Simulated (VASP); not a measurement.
A run of VASP 6.6.1 is set up as follows.

File INCAR:

```
SYSTEM = SrTiO3
PREC = Accurate
ENCUT = 600
EDIFF = 1E-6
ISMEAR = 0
SIGMA = 0.1
LREAL = .FALSE.
LASPH = .TRUE.
NELM = 80
ALGO = Normal
ISIF = 3
LWAVE = .FALSE.
LCHARG = .FALSE.
GGA = PE
IBRION = 2
NSW = 80
EDIFFG = -0.05
PSTRESS = 7.199999999999999
```

File KPOINTS:

```
regular mesh
0
G
  6 6 6
  0 0 0
```

POSCAR

```
SrTiO3
1.0
    3.9052800000      0.0000000000      0.0000000000
    0.0000000000      3.9052800000      0.0000000000
    0.0000000000      0.0000000000      3.9052800000
Sr Ti O
1 1 3
Direct
    0.5000000000      0.5000000000      0.5000000000
    0.0000000000      0.0000000000      0.0000000000
    0.5000000000      0.0000000000      0.0000000000
    0.0000000000      0.5000000000      0.0000000000
    0.0000000000      0.0000000000      0.5000000000
```

Potentials or basis: VASP PAW PBE potentials, release 64 (Sr_sv, Ti_sv, O).

Command:

```bash
$ cat potpaw_PBE.64/Sr_sv/POTCAR potpaw_PBE.64/Ti_sv/POTCAR potpaw_PBE.64/O/POTCAR > POTCAR
$ mpirun -np 1 vasp_std > vasp.out
```

Question: What does it give for the space group after relaxing (to 0.1 Å)?

Answer: Pm-3m (No. 221).

Question: What does it give for the band gap on the k mesh?

Answer: 1.81 eV (least direct gap 2.18 eV).

Question: Predict the relaxed cell.

Answer: a = 3.935 Å, b = 3.935 Å, c = 3.935 Å, α = 90.00°, β = 90.00°, γ = 90.00°.

Question: What does it give for the relaxed volume?

Answer: 12.18 Å³/atom.

Final structure:
```cif
data_structure
_symmetry_space_group_name_H-M 'P 1'
_symmetry_Int_Tables_number 1
_cell_length_a 3.9346
_cell_length_b 3.9346
_cell_length_c 3.9346
_cell_angle_alpha 90.000
_cell_angle_beta 90.000
_cell_angle_gamma 90.000
_cell_volume 60.91
loop_
_atom_site_label
_atom_site_type_symbol
_atom_site_fract_x
_atom_site_fract_y
_atom_site_fract_z
_atom_site_occupancy
Sr1 Sr 0.50000 0.50000 0.50000 1
Ti1 Ti 0.00000 0.00000 0.00000 1
O1 O 0.50000 0.00000 0.00000 1
O2 O 0.00000 0.50000 0.00000 1
O3 O 0.00000 0.00000 0.50000 1
```

Caveat: the cell is relaxed towards a set pressure, so the run minimises the enthalpy, not the energy. Zero-point motion and thermal expansion aren't in these numbers.
